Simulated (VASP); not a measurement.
# Ag (Im-3m) in VASP: further runs

Runs on Ag. Level: PBEsol. Tasks: single point.

Everything below comes from runs of VASP 6.6.1. Logs are shortened: lines on timing, memory, paths and dates and some standing lists are left out, and cuts for length are marked.

### Step 1. The cell of the first run

The structure is cubic, space group Im-3m (No. 229). The conventional cell has a = 3.244 Å, b = 3.244 Å, c = 3.244 Å, α = 90.00°, β = 90.00°, γ = 90.00°. Ag (site symmetry m-3m) has 14 Ag at 2.81 to 3.24 Å within 3.7 Å.

This isn't the form of Ag at room conditions, which is fcc.

### Step 2. Single point, PBEsol

Input file INCAR:

```
ALGO = Normal ; EDIFF = 1E-6
ENCUT = 500 ; GGA = PS
GGA_COMPAT = F ; ISIF = 2
ISMEAR = -1 ; LASPH = T
LCHARG = F ; LREAL = F
LWAVE = F ; NBANDS = 12
NELM = 120 ; PREC = Accurate
SIGMA = 0.15
```

Input file KPOINTS:

```
k-points
0
Gamma
  12 12 12
```

Input file POSCAR:

```
Ag
1.0
   -1.6218556592      1.6218556592      1.6218556592
    1.6218556592     -1.6218556592      1.6218556592
    1.6218556592      1.6218556592     -1.6218556592
Ag
1
Direct
    0.0000000000      0.0000000000      0.0000000000
```

Potentials or basis: VASP PAW PBE potentials, release 64 (Ag).

Launch:

```
cat potpaw_PBE.64/Ag/POTCAR > POTCAR
mpirun -np 1 vasp_std > vasp.out
```

OUTCAR:

```text
EDIFF = 1E-6
   ENCUT = 500
   GGA = PS
   ISIF = 2
   ISMEAR = -1
   LASPH = T
   LREAL = F
   NELM = 120
   PREC = Accurate

 ion  position               nearest neighbor table
   1  0.000  0.000  0.000-

  LATTYP: Found a body centered cubic cell.
 ALAT       =     3.2437113184

  Lattice vectors:

 A1 = (  -1.6218556592,   1.6218556592,   1.6218556592)
 A2 = (   1.6218556592,  -1.6218556592,   1.6218556592)
 A3 = (   1.6218556592,   1.6218556592,  -1.6218556592)

Analysis of symmetry for initial positions (statically):
=====================================================================
 Subroutine PRICEL returns:
 Original cell was already a primitive cell.

 Routine SETGRP: Setting up the symmetry group for a
 body centered cubic supercell.

 Subroutine GETGRP returns: Found 48 space group operations
 (whereof 48 operations were pure point group operations)
 out of a pool of 48 trial point group operations.

The static configuration has the point symmetry O_h .

Analysis of symmetry for dynamics (positions and initial velocities):
=====================================================================
 Subroutine PRICEL returns:
 Original cell was already a primitive cell.

 Routine SETGRP: Setting up the symmetry group for a
 body centered cubic supercell.

 Subroutine GETGRP returns: Found 48 space group operations
 (whereof 48 operations were pure point group operations)
 out of a pool of 48 trial point group operations.

The dynamic configuration has the point symmetry O_h .

 Subroutine INISYM returns: Found 48 space group operations
 (whereof 48 operations are pure point group operations),
 and found     1 'primitive' translations

----------------------------------------------------------------------------------------

                                     Primitive cell

  volume of cell :      17.0646

  direct lattice vectors                    reciprocal lattice vectors
    -1.621855659  1.621855659  1.621855659     0.000000000  0.308288840  0.308288840
     1.621855659 -1.621855659  1.621855659     0.308288840  0.000000000  0.308288840
     1.621855659  1.621855659 -1.621855659     0.308288840  0.308288840  0.000000000

  length of vectors
     2.809136404  2.809136404  2.809136404     0.435986259  0.435986259  0.435986259

  position of ions in fractional coordinates (direct lattice)
     0.000000000  0.000000000  0.000000000

  ion indices of the primitive-cell ions
   primitive index   ion index
                 1           1

----------------------------------------------------------------------------------------

 KPOINTS: k-points

Automatic generation of k-mesh.
 Grid dimensions read from file:
 generate k-points for:   12   12   12

 Generating k-lattice:

  Cartesian coordinates                     Fractional coordinates (reciprocal lattice)
     0.000000000  0.025690737  0.025690737     0.083333333  0.000000000  0.000000000
     0.025690737  0.000000000  0.025690737     0.000000000  0.083333333  0.000000000
     0.025690737  0.025690737  0.000000000     0.000000000  0.000000000  0.083333333

  Length of vectors
     0.036332188  0.036332188  0.036332188

  Shift w.r.t. Gamma in fractional coordinates (k-lattice)
     0.000000000  0.000000000  0.000000000

 Subroutine IBZKPT returns following result:
 ===========================================

 Found     72 irreducible k-points:

 Following reciprocal coordinates:
            Coordinates               Weight
  0.000000  0.000000  0.000000      1.000000
  0.083333  0.000000  0.000000     12.000000
  0.166667  0.000000  0.000000     12.000000
  0.250000  0.000000  0.000000     12.000000
  0.333333  0.000000  0.000000     12.000000
  0.416667  0.000000  0.000000     12.000000
[... 16 lines left out ...]
  0.333333  0.083333  0.083333     24.000000
  0.416667  0.083333  0.083333     12.000000
 [... further k-points ...]
   k-points           NKPTS =     72   k-points in BZ     NKDIM =     72   number of bands    NBANDS=     12
   number of dos      NEDOS =    301   number of ions     NIONS =      1
   total plane-waves  NPLWV =   8000
   dimension x,y,z NGX =    20 NGY =   20 NGZ =   20
   dimension x,y,z NGXF=    40 NGYF=   40 NGZF=   40
   ions per type =               1
   NGX,Y,Z   is equivalent  to a cutoff of  11.84, 11.84, 11.84 a.u.
   NGXF,Y,Z  is equivalent  to a cutoff of  23.67, 23.67, 23.67 a.u.
 SYSTEM =  unknown system
   PREC   = accura    normal or accurate (medium, high low for compatibility)
   ISTART =      0    job   : 0-new  1-cont  2-samecut
   ICHARG =      2    charge: 1-file 2-atom 10-const
   ISPIN  =      1    spin polarized calculation?
   LNONCOLLINEAR =      F non collinear calculations
   LSORBIT =      F    spin-orbit coupling
   LASPH  =      T    aspherical Exc in radial PAW
   ENCUT  =  500.0 eV  36.75 Ry    6.06 a.u.   5.12  5.12  5.12*2*pi/ulx,y,z
   NELM   =    120;   NELMIN=  2; NELMDL= -5     # of ELM steps
   EDIFF  = 0.1E-05   stopping-criterion for ELM
   LREAL  =      F    real-space projection
   EDIFFG = 0.1E-04   stopping-criterion for IOM
   NSW    =      0    number of steps for IOM
   IBRION =     -1    ionic relax: 0-MD 1-quasi-New 2-CG
   NFREE  =      0    steps in history (QN), initial steepest desc. (CG)
   ISIF   =      2    stress and relaxation
   ISYM   =      2    0-nonsym 1-usesym 2-fastsym
   POTIM  = 0.5000    time-step for ionic-motion
   TEBEG  =    0.0;   TEEND  =   0.0 temperature during run
   PSTRESS=    0.0 pullay stress
   NELECT =      11.0000    total number of electrons
   NUPDOWN=      -1.0000    fix difference up-down
   EMIN   =  10.00;   EMAX   =-10.00  energy-range for DOS
   EFERMI =   0.00;   METHOD = LEGACY
   ISMEAR =    -1;   SIGMA  =   0.15  broadening in eV -4-tet -1-fermi 0-gaus
   EFERMI_NEDOS =   21; number of points for ismear=-14 and -15
   IALGO  =     38    algorithm
   IMIX   =      4    mixing-type and parameters
     AMIX     =   0.40;   BMIX     =  1.00
     AMIX_MAG =   1.60;   BMIX_MAG =  1.00
  volume/ion in A,a.u.               =      17.06       115.16
  Fermi-wavevector in a.u.,A,eV,Ry     =   1.414187  2.672426 27.210632  1.999925
  Thomas-Fermi vector in A             =   2.535755
   LORBIT       =      0    0 simple, 1 ext, 2 COOP (PROOUT), +10 PAW based schemes
   GGA     = PS    functional components
   LHFCALC =     F    Hartree Fock is set to
   AEXX    =    0.0000 exact exchange contribution
   IVDW    =     0    specifies the selected vdW correction
   LEPSILON=     F    determine dielectric tensor
   LRPA    =     F    only Hartree local field effects (RPA)
 non-spin polarized calculation
  energy-cutoff  :      500.00
  volume of cell :       17.06
 maximum number of plane-waves:       456
   NGX = 11   NGY = 11   NGZ = 11

 number of electron      10.9999993 magnetization

 Free energy of the ion-electron system (eV)
  ---------------------------------------------------
  ext. energy  EPLUGINS =         0.00000000
  ---------------------------------------------------
  free energy    TOTEN  =        -3.27153310 eV

  energy without entropy =       -3.24099803  energy(sigma->0) =       -3.25626556

 E-fermi :   8.2425     XC(G=0): -12.4075

 val. band max:        8.1861604559   @ k =  -0.3333   0.4167   0.1667
 cond. band min:       8.2479256737   @ k =   0.4167   0.0833   0.0000
 fundamental gap:      0.0617652179
 Fermi energy:         8.2425191410

 k-point     1 :       0.0000    0.0000    0.0000
  band No.  band energies     occupation
      1       0.4036      2.00000
      2       3.3335      2.00000
      3       3.3335      2.00000
      4       3.3335      2.00000
      5       4.6815      2.00000
      6       4.6815      2.00000
      7      26.1648      0.00000
      8      26.1648      0.00000
      9      26.1648      0.00000
     10      32.4698      0.00000
     11      32.4698      0.00000
     12      32.5432      0.00000

 k-point     2 :       0.0833    0.0000    0.0000
  band No.  band energies     occupation
      1       0.6316      2.00000
      2       3.2766      2.00000
      3       3.3423      2.00000
      4       3.4654      2.00000
      5       4.6210      2.00000
      6       4.6857      2.00000
      7      25.5803      0.00000
      8      26.0743      0.00000
      9      26.3275      0.00000
     10      30.4024      0.00000
     11      30.4697      0.00000
     12      31.1231      0.00000

 k-point     3 :       0.1667    0.0000    0.0000
  band No.  band energies     occupation
      1       1.2488      2.00000
      2       3.1245      2.00000
      3       3.3929      2.00000
      4       3.8405      2.00000
      5       4.5095      2.00000
      6       4.7001      2.00000
      7      23.4290      0.00000
      8      25.3121      0.00000
      9      26.7561      0.00000
     10      28.7832      0.00000
     11      29.1099      0.00000
     12      29.8388      0.00000
[... 286 lines left out ...]
 k-point    23 :       0.3333    0.0833    0.0833
  band No.  band energies     occupation
      1       2.1634      2.00000
      2       2.5982      2.00000
      3       4.5594      2.00000
      4       4.6470      2.00000
      5       4.7986      2.00000
      6       8.1328      1.35024
      7      14.1659      0.00000
      8      20.4720      0.00000
      9      20.6314      0.00000
     10      29.2877      0.00000
     11      32.0516      0.00000
     12      33.5678      0.00000

 k-point    24 :       0.4167    0.0833    0.0833
  band No.  band energies     occupation
      1       2.0961      2.00000
      2       2.5568      2.00000
      3       4.6733      2.00000
      4       4.8129      2.00000
      5       4.8298      2.00000
      6       9.4106      0.00083
      7      12.4425      0.00000
      8      20.2336      0.00000
      9      20.2931      0.00000
     10      29.4122      0.00000
     11      32.0681      0.00000
     12      33.2492      0.00000

 [... further k-points ...]

------------------------ aborting loop because EDIFF is reached ----------------------------------------

  FORCE on cell =-STRESS in cart. coord.  units (eV):
  Direction    XX          YY          ZZ          XY          YZ          ZX
  --------------------------------------------------------------------------------------
  -------------------------------------------------------------------------------------
  Total       -0.2031582     -0.2031582     -0.2031582      0.0000000      0.0000000      0.0000000
  in kB      -19.0742901    -19.0742901    -19.0742901      0.0000000      0.0000000      0.0000000
  external PRESSURE =     -19.0742901 kB  Pullay stress =       0.0000000 kB

 VOLUME and BASIS-vectors are now :
 -----------------------------------------------------------------------------
  energy-cutoff  :      500.00
  volume of cell :       17.06
      direct lattice vectors                 reciprocal lattice vectors
    -1.621855659  1.621855659  1.621855659     0.000000000  0.308288840  0.308288840
     1.621855659 -1.621855659  1.621855659     0.308288840  0.000000000  0.308288840
     1.621855659  1.621855659 -1.621855659     0.308288840  0.308288840  0.000000000

 POSITION                                       TOTAL-FORCE (eV/Angst)
 -----------------------------------------------------------------------------------
      0.00000      0.00000      0.00000        -0.000000      0.000000     -0.000000
 -----------------------------------------------------------------------------------
    total drift:                                0.000000     -0.000000      0.000000

  FREE ENERGIE OF THE ION-ELECTRON SYSTEM (eV)
  ---------------------------------------------------
  free  energy   TOTEN  =        -3.2715330962 eV

  energy  without entropy=       -3.2409980278  energy(sigma->0) =       -3.25626556
```

Wall time 7.6 s (1 thread of Intel Xeon Platinum 8259CL at 2.50GHz (Skylake/Cascade Lake), shared host); peak memory 0.13 GiB.

What came out:

- Free energy: -3.2715 eV
- Pressure: -1.9 GPa
- Band gap on the k mesh: zero (an odd number of electrons rules out a gap without spin polarisation)

Caveat: the PAW data sets were made with another functional, which shifts forces and pressure a little.

### Step 3. Single point, PBEsol

This run uses another cell than the first one, of 17.61 Å³/atom.

Input file INCAR:

```
  ALGO = Normal
  EDIFF = 1E-6
  ENCUT = 500
  GGA = PS
  GGA_COMPAT = F
  ISIF = 2
  ISMEAR = -1
  LASPH = T
  LCHARG = F
  LREAL = F
  LWAVE = F
  NBANDS = 12
  NELM = 120
  PREC = Accurate
  SIGMA = 0.15
```

KPOINTS is that of step 2.

Input file POSCAR:

```
Ag
1.0
   -1.6389290787      1.6389290787      1.6389290787
    1.6389290787     -1.6389290787      1.6389290787
    1.6389290787      1.6389290787     -1.6389290787
Ag
1
Direct
    0.0000000000      0.0000000000      0.0000000000
```

Potentials or basis: VASP PAW PBE potentials, release 64 (Ag).

Launch:

```
cat potpaw_PBE.64/Ag/POTCAR > POTCAR
mpirun -np 1 vasp_std > vasp.out
```

Run time: 7.9 s. Hardware: 1 thread of Intel Xeon Platinum 8259CL at 2.50GHz (Skylake/Cascade Lake), shared host; peak memory 0.15 GiB.

The run converged. Its results:

* Free energy: -3.2601 eV
* Pressure: -4.8 GPa
* Band gap on the k mesh: zero (an odd number of electrons rules out a gap without spin polarisation)

Levels at points of the mesh, in eV from the Fermi level:
| k point | band 1 | band 2 | band 3 | band 4 | band 5 | band 6 | band 7 | band 8 | band 9 | band 10 |
| --- | --- | --- | --- | --- | --- | --- | --- | --- | --- | --- |
| (0.00, 0.00, 0.00) | -7.61 | -4.79 | -4.79 | -4.79 | -3.51 | -3.51 | 17.81 | 17.81 | 17.81 | 23.62 |
| (0.50, 0.00, 0.00) | -6.22 | -5.54 | -3.57 | -3.39 | -2.55 | -0.07 | 3.94 | 13.17 | 14.13 | 19.58 |
| (0.50, 0.50, 0.50) | -6.16 | -6.16 | -2.78 | -2.78 | -2.78 | 6.74 | 6.74 | 6.74 | 12.33 | 13.23 |

Caveat: the cell stands under tension; the PAW data sets were made with another functional, which shifts forces and pressure a little.

### Step 4. Single point, PBEsol

This run uses another cell than the first one, of 18.15 Å³/atom.

Input file INCAR:

```
SYSTEM = Ag
ALGO = Normal
EDIFF = 1E-6
ENCUT = 500
GGA = PS
GGA_COMPAT = .False.
ISIF = 2
ISMEAR = -1
LASPH = .True.
LCHARG = .False.
LREAL = .False.
LWAVE = .False.
NBANDS = 12
NELM = 120
PREC = Accurate
SIGMA = 0.15
```

Input file KPOINTS:

```
k-points
0
Gamma
  12 12 12
  0 0 0
```

Input file POSCAR:

```
Ag
1.0
   -1.6556540000      1.6556540000      1.6556540000
    1.6556540000     -1.6556540000      1.6556540000
    1.6556540000      1.6556540000     -1.6556540000
Ag
1
Direct
    0.0000000000      0.0000000000      0.0000000000
```

Potentials or basis: VASP PAW PBE potentials, release 64 (Ag).

Launch:

```
cat potpaw_PBE.64/Ag/POTCAR > POTCAR
mpirun -np 1 vasp_std > vasp.out
```

OUTCAR:

```text
SYSTEM = Ag
   EDIFF = 1E-6
   ENCUT = 500
   GGA = PS
   ISIF = 2
   ISMEAR = -1
   LASPH = .True.
   LREAL = .False.
   NELM = 120
   PREC = Accurate

 ion  position               nearest neighbor table
   1  0.000  0.000  0.000-

  LATTYP: Found a body centered cubic cell.
 ALAT       =     3.3113080000

  Lattice vectors:

 A1 = (  -1.6556540000,   1.6556540000,   1.6556540000)
 A2 = (   1.6556540000,  -1.6556540000,   1.6556540000)
[... 539 lines left out ...]
     12      31.8681      0.00000

 [... further k-points ...]

------------------------ aborting loop because EDIFF is reached ----------------------------------------

  FORCE on cell =-STRESS in cart. coord.  units (eV):
  Direction    XX          YY          ZZ          XY          YZ          ZX
  --------------------------------------------------------------------------------------
  -------------------------------------------------------------------------------------
  Total       -0.8163473     -0.8163473     -0.8163473      0.0000000     -0.0000000     -0.0000000
  in kB      -72.0471513    -72.0471513    -72.0471513      0.0000000     -0.0000000     -0.0000000
  external PRESSURE =     -72.0471513 kB  Pullay stress =       0.0000000 kB

 VOLUME and BASIS-vectors are now :
 -----------------------------------------------------------------------------
  energy-cutoff  :      500.00
  volume of cell :       18.15
      direct lattice vectors                 reciprocal lattice vectors
    -1.655654000  1.655654000  1.655654000     0.000000000  0.301995465  0.301995465
     1.655654000 -1.655654000  1.655654000     0.301995465  0.000000000  0.301995465
     1.655654000  1.655654000 -1.655654000     0.301995465  0.301995465  0.000000000

 POSITION                                       TOTAL-FORCE (eV/Angst)
 -----------------------------------------------------------------------------------
      0.00000      0.00000      0.00000        -0.000000      0.000000     -0.000000
 -----------------------------------------------------------------------------------
    total drift:                                0.000000      0.000000     -0.000000

  FREE ENERGIE OF THE ION-ELECTRON SYSTEM (eV)
  ---------------------------------------------------
  free  energy   TOTEN  =        -3.2396243027 eV

  energy  without entropy=       -3.2093373843  energy(sigma->0) =       -3.22448084
```

OSZICAR:

```text
N       E                     dE             d eps       ncg     rms          rms(c)
DAV:   1     0.485602751136E+02    0.48560E+02   -0.52450E+03  1760   0.789E+02
DAV:   2    -0.278866264225E+01   -0.51349E+02   -0.48255E+02  2008   0.184E+02
DAV:   3    -0.356488852785E+01   -0.77623E+00   -0.77579E+00  2052   0.241E+01
DAV:   4    -0.356723274457E+01   -0.23442E-02   -0.23441E-02  1952   0.139E+00
DAV:   5    -0.356725205292E+01   -0.19308E-04   -0.19309E-04  1988   0.114E-01    0.477E+00
DAV:   6    -0.324995602788E+01    0.31730E+00   -0.13930E+00  1868   0.102E+01    0.298E+00
DAV:   7    -0.324301377557E+01    0.69423E-02   -0.54474E-03  1912   0.744E-01    0.173E+00
DAV:   8    -0.323961337452E+01    0.34004E-02   -0.68748E-04  1952   0.185E-01    0.588E-02
DAV:   9    -0.323962222997E+01   -0.88555E-05   -0.96073E-06  1908   0.237E-02    0.143E-02
DAV:  10    -0.323962437124E+01   -0.21413E-05   -0.20143E-06  2004   0.126E-02    0.157E-03
DAV:  11    -0.323962430271E+01    0.68528E-07   -0.46793E-08   968   0.178E-03
   1 F= -.32396243E+01 E0= -.32244808E+01  d E =-.302869E-01
```

stdout:

```text
POSCAR found type information on POSCAR Ag
 POSCAR found :  1 types and       1 ions
 scaLAPACK will be used
 -----------------------------------------------------------------------------
|                                                                             |
|                                                                             |
|     You enforced a specific xc type in the INCAR file but a different       |
|     I HOPE YOU KNOW WHAT YOU ARE DOING!                                     |
|                                                                             |
 -----------------------------------------------------------------------------

 LDA part: xc-table for (Slater+PW92), standard interpolation
 POSCAR, INCAR and KPOINTS ok, starting setup
 FFT: planning ... GRIDC
 FFT: planning ... GRID_SOFT
 FFT: planning ... GRID
 WAVECAR not read
 entering main loop
```

It took 7.9 s on 1 thread of Intel Xeon Platinum 8259CL at 2.50GHz (Skylake/Cascade Lake), shared host; peak memory 0.14 GiB.

What came out:

```
Free energy            : -3.2396 eV
Pressure               : -7.2 GPa
Band gap on the k mesh : zero (an odd number of electrons rules out a gap without spin polarisation)
```

Levels at points of the mesh, in eV from the Fermi level:
| k point | band 3 | band 4 | band 5 | band 6 | band 7 | band 8 |
| --- | --- | --- | --- | --- | --- | --- |
| (0.00, 0.00, 0.00) | -4.68 | -4.68 | -3.46 | -3.46 | 17.69 | 17.69 |
| (0.50, 0.00, 0.00) | -3.52 | -3.35 | -2.55 | 0.01 | 3.77 | 13.06 |
| (0.50, 0.50, 0.50) | -2.77 | -2.77 | -2.77 | 6.65 | 6.65 | 6.65 |

Caveat: the cell stands under tension; the PAW data sets were made with another functional, which shifts forces and pressure a little.

### Step 5. The runs side by side

```csv
cell,gap on the mesh (eV),pressure (GPa)
"a = 2.809 Å, angles 109.5°, 1 atom",none,-1.9
"a = 2.839 Å, angles 109.5°, 1 atom",none,-4.8
"a = 2.868 Å, angles 109.5°, 1 atom",none,-7.2
```

Alike in all rows: task single point; level PBEsol; potentials or basis VASP PAW PBE potentials, release 64 (Ag); no spin polarisation; k mesh 12 × 12 × 12; cutoff (eV) 500; smearing fermi-dirac 0.15 eV.

Caveats: the PAW data sets were made with another functional, which shifts forces and pressure a little; the cell stands under tension (at least some runs).

Total energies depend on the potentials used, so only differences within one code and one set of settings carry meaning.

The gap in the log of VASP goes by the Fermi energy; the results here count the filled bands.